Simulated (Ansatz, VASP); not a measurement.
# LiCl in VASP and in Ansatz

The input INCAR:

```
SYSTEM = LiCl
PREC     = Accurate       ! precision mode
ENCUT    = 520            ! plane-wave cutoff, eV
EDIFF    = 1E-6           ! SCF threshold, eV
ISMEAR   = 0              ! smearing method
SIGMA    = 0.02           ! smearing width, eV
LREAL    = .FALSE.        ! projectors in reciprocal space
LASPH    = .TRUE.         ! aspherical terms in the spheres
NELM     = 60             ! most SCF steps
ALGO     = Normal         ! electronic algorithm
ISIF     = 2              ! what is computed and relaxed
LWAVE    = .FALSE.        ! write WAVECAR
LCHARG   = .FALSE.        ! write CHGCAR
GGA      = CA             ! functional
NBANDS   = 36             ! bands
```

File KPOINTS:

```
Automatic mesh
0
G
  4 4 4
  0 0 0
```

Contents of POSCAR:

```
LiCl
1.0
   -3.7489058348      3.7489058348      4.9064479682
    3.7489058348     -3.7489058348      4.9064479682
    3.7489058348      3.7489058348     -4.9064479682
Li Cl
5 5
Direct
    0.1742358371      0.4318291450      0.0000000000
    0.5681708550      0.5681708550      0.7424066922
    0.0000000000      0.0000000000      0.0000000000
    0.8257641629      0.8257641629      0.2575933078
    0.4318291450      0.1742358371      0.0000000000
    0.3318913001      0.3318913001      0.3105797654
    0.9786884653      0.6681086999      0.0000000000
    0.6681086999      0.9786884653      0.0000000000
    0.0213115347      0.0213115347      0.6894202346
    0.5000000000      0.5000000000      0.0000000000
```

Input for Ansatz:

```yaml
crystal:
  lattice:
    - [-3.7489058348, 3.7489058348, 4.9064479682]
    - [3.7489058348, -3.7489058348, 4.9064479682]
    - [3.7489058348, 3.7489058348, -4.9064479682]
  atoms:
    - { symbol: Li, position: [0.1742358371, 0.431829145, 0.0] }
    - { symbol: Li, position: [0.568170855, 0.568170855, 0.7424066922] }
    - { symbol: Li, position: [0.0, 0.0, 0.0] }
    - { symbol: Li, position: [0.8257641629, 0.8257641629, 0.2575933078] }
    - { symbol: Li, position: [0.431829145, 0.1742358371, 0.0] }
    - { symbol: Cl, position: [0.3318913001, 0.3318913001, 0.3105797654] }
    - { symbol: Cl, position: [0.9786884653, 0.6681086999, 0.0] }
    - { symbol: Cl, position: [0.6681086999, 0.9786884653, 0.0] }
    - { symbol: Cl, position: [0.0213115347, 0.0213115347, 0.6894202346] }
    - { symbol: Cl, position: [0.5, 0.5, 0.0] }
basis:
  ecutwfc: 420
kpoints:
  mp_grid: { grid: [4, 4, 4] }
  band_path:
    path:
      - [[0.0, 0.0, 0.0], [0.0, 0.0, 0.5], [0.25, 0.25, 0.25], [0.0, 0.5, 0.0], [0.0, 0.0, 0.0], [0.5, 0.5, -0.5], [0.39595355, 0.60404645, -0.39595355]]
      - [[-0.39595355, 0.39595355, 0.39595355], [0.0, 0.0, 0.0]]
      - [[0.0, 0.0, 0.5], [-0.29190711, 0.29190711, 0.5]]
      - [[0.5, 0.5, -0.29190711], [0.5, 0.5, -0.5]]
    npoints: 14
hamiltonian:
  xc: lda
scf:
  occupations: { method: gaussian, width: 0.02 }
  n_extra_bands: 25
output:
  forces: true
  stress: true
  eigenvalues: true
  populations: true
  dos: { projected: true, de: 0.02, nscf_kmesh: { grid: [6, 6, 6] } }
  bader: true
  write_density: true
  write_potential: true
  elf: true
  volumetric_format: npy
```

Alike in both runs: task single point; functional LDA; k mesh 4 × 4 × 4; occupations gaussian, width 0.02 eV; no spin polarisation.

|  | VASP | Ansatz |
| --- | --- | --- |
| version | VASP 6.6.1 | Ansatz 0.2.0 |
| potentials or method | VASP PAW LDA potentials, release 64 (Li_sv, Cl), cutoff 520 eV | scalar-relativistic, plane waves, PAW |
| valence electrons in the cell | 50 | 50 |

Ansatz gave:

| Property | Result |
| --- | --- |
| gap on the k mesh at the Fermi level (eV) | 5.28 |
| least direct gap on the mesh (eV) | 5.29 |
| rms of the force components (eV/Å) | 0.066 |

What did VASP give for the same quantities?

gap on the k mesh at the Fermi level (eV): 5.29; least direct gap on the mesh (eV): 5.30; rms of the force components (eV/Å): 0.065.

LDA's correlation is that of Perdew and Zunger in VASP and of Perdew and Wang (1992) in Ansatz. Atom by atom the forces differ by 0.001 eV/Å (rms over components).

Noted on VASP's run: the cutoff is under 1.25 times that of the potentials, so the pressure is a little rough.
